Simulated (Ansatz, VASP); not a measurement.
## ZrB2: VASP beside Ansatz

File POSCAR:

```
ZrB2
1.0
    3.2321726471      0.0000000000      0.0000000000
   -1.6160863235      2.7991430814      0.0000000000
    0.0000000000      0.0000000000      3.6022921016
Zr B
1 2
Direct
    0.0000000000      0.0000000000      0.0000000000
    0.3333333333      0.6666666667      0.5000000000
    0.6666666667      0.3333333333      0.5000000000
```

INCAR.step1

```
PREC = Accurate
ENCUT = 520
ISMEAR = -1
SIGMA = 0.15
LREAL = False
LASPH = True
NELM = 80
NBANDS = 16
GGA = PE
ALGO = Normal
EDIFF = 1E-4
LWAVE = True
LCHARG = False
```

File INCAR.step2:

```
PREC = Accurate
ENCUT = 520
EDIFF = 1E-7
ISMEAR = -1
SIGMA = 0.15
LREAL = False
LASPH = True
NELM = 80
ALGO = Normal
ISIF = 2
LWAVE = False
LCHARG = True
METAGGA = R2SCAN
LMIXTAU = True
IVDW = 12
VDW_S6 = 1.0
VDW_S8 = 0.78981345
VDW_A1 = 0.49484001
VDW_A2 = 5.73083694
LELF = True
LVHAR = True
NBANDS = 16
ISTART = 1
```

File KPOINTS:

```
regular mesh
0
Gamma
  10 10 8
```

Input for Ansatz:

```yaml
crystal:
  lattice:
    - [3.2321726470784258, 0.0, 0.0]
    - [-1.6160863235392129, 2.79914308139571, 0.0]
    - [0.0, 0.0, 3.60229210161769]
  atoms:
    - { symbol: Zr, position: [0.0, 0.0, 0.0] }
    - { symbol: B, position: [0.3333333333333333, 0.6666666666666666, 0.5] }
    - { symbol: B, position: [0.6666666666666666, 0.3333333333333333, 0.5] }
basis:
  ecutwfc: 600.0
kpoints:
  mp_grid:
    grid: [10, 10, 8]
hamiltonian:
  xc: r2scan
  dispersion: d3bj
scf:
  occupations:
    method: fermi_dirac
    width: 0.15
output:
  stress: true
```

Alike in both runs: task single point; functional r2SCAN; dispersion D3(BJ); k mesh 10 × 10 × 8; occupations fermi-dirac, width 0.15 eV; no spin polarisation.

|  | VASP | Ansatz |
| --- | --- | --- |
| version | VASP 6.6.1 | Ansatz 0.2.0 |
| potentials or method | VASP PAW PBE potentials, release 64 (Zr_sv, B), cutoff 520 eV | plane waves, PAW |
| valence electrons in the cell | 18 | 18 |

|  | VASP | Ansatz | Ansatz less VASP |
| --- | --- | --- | --- |
| pressure (GPa) | -14.5 | -14.6 | -0.08 |
| traceless stress, the component that is largest in VASP (GPa) | 2.12 | 2.10 | -0.015 |

VASP's potentials were made for PBE, not for r2SCAN. Ansatz's warnings: dispersion damping borrowed.
